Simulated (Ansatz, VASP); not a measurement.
## GaN in VASP and in Ansatz

The input POSCAR:

```
GaN
1.0
    0.0000000000      2.2489525487      2.2489525487
    2.2377077859      0.0000000000      2.2489525487
    2.2377077859      2.2489525487      0.0000000000
Ga N
1 1
Direct
    0.0000000000      0.0000000000      0.0000000000
    0.2500000000      0.2500000000      0.2500000000
```

The input INCAR.step1:

```
SYSTEM = GaN
  PREC = Accurate
  ENCUT = 520
  ISMEAR = 0
  SIGMA = 0.01
  LREAL = .False.
  LASPH = .True.
  NELM = 80
  NBANDS = 16
  GGA = PE
  ALGO = Normal
  EDIFF = 1E-4
  LWAVE = .True.
  LCHARG = .False.
```

Contents of INCAR.step2:

```
SYSTEM = GaN
  PREC = Accurate
  ENCUT = 520
  EDIFF = 1E-6
  ISMEAR = 0
  SIGMA = 0.01
  LREAL = .False.
  LASPH = .True.
  NELM = 80
  ALGO = Normal
  ISIF = 2
  LWAVE = .False.
  LCHARG = .False.
  METAGGA = R2SCAN
  LMIXTAU = .True.
  NBANDS = 16
  ISTART = 1
```

Contents of KPOINTS:

```
Automatic mesh
0
Gamma
  10 10 10
  0 0 0
```

Input for Ansatz:

```yaml
crystal:
  lattice:
    - [0.0, 2.2489525487, 2.2489525487]
    - [2.2377077859, 0.0, 2.2489525487]
    - [2.2377077859, 2.2489525487, 0.0]
  atoms:
    - { symbol: Ga, position: [0.0, 0.0, 0.0] }
    - { symbol: "N", position: [0.25, 0.25, 0.25] }
kpoints:
  mp_grid: { grid: [10, 10, 10] }
  band_path:
    path:
      - [0.0, 0.0, 0.0]
      - [-0.5, -0.5, 0.0]
      - [-0.375, -0.375, 0.25]
      - [-0.375, 0.0, 0.375]
      - [0.0, 0.0, 0.5]
      - [-0.5, -0.25, 0.25]
    npoints: 1
hamiltonian:
  xc: r2scan
scf:
  occupations: { method: fixed }
  n_extra_bands: 4
output:
  forces: true
  stress: true
  eigenvalues: true
  write_density: true
  write_potential: true
  elf: true
  volumetric_format: npy
```

Change from the starting cell: uniaxial_x strain -0.5%.

Alike in both runs: task single point; functional r2SCAN; k mesh 10 × 10 × 10; no spin polarisation.

|  | VASP | Ansatz |
| --- | --- | --- |
| version | VASP 6.6.1 | Ansatz 0.2.0 |
| potentials or method | VASP PAW PBE potentials, release 64 (Ga_d, N) | plane waves, PAW |
| plane-wave cutoff (eV) | 520 | 500 |
| occupations | gaussian, width 0.01 eV | fixed |
| valence electrons in the cell | 18 | 18 |

```tsv
	VASP	Ansatz	Ansatz less VASP
gap on the k mesh at the Fermi level (eV)	2.18	2.19	+0.009
pressure (GPa)	2.1	1.0	-1.13
traceless stress, the component that is largest in VASP (GPa)	0.43	0.43	0.000
```

VASP's potentials were made for PBE, not for r2SCAN.
